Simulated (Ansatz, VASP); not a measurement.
# CdS: VASP beside Ansatz

```xyz
2
Lattice="0.0000 2.8909 2.6156 2.8909 0.0000 2.6156 2.8909 2.8909 0.0000" Properties=species:S:1:pos:R:3 pbc="T T T"
Cd    0.0000    0.0000    0.0000
S     2.8909    2.8909    2.6156
```

Change from the starting cell: strain +0.050 along x and y, -0.050 along z, atoms carried along.

Alike in both runs: task single point; functional PBE; k mesh 10 × 10 × 10; occupations gaussian, width 0.03 eV; no spin polarisation.

```csv
,VASP,Ansatz
version,VASP 6.6.1,Ansatz 0.2.0
potentials or method,"VASP PAW PBE potentials, release 64 (Cd_sv_GW, S), cutoff 540 eV","scalar-relativistic, plane waves, PAW"
valence electrons in the cell,26,26
```

Ansatz gave:

* gap on the k mesh at the Fermi level (eV): none
* pressure (GPa): -2.1
* traceless stress, the component that is largest in VASP (GPa): 3.76

Which values does VASP return?

gap on the k mesh at the Fermi level (eV): none; pressure (GPa): -3.3; traceless stress, the component that is largest in VASP (GPa): 3.75.

A gap of «none» marks a metal or a gap that the smearing closes.
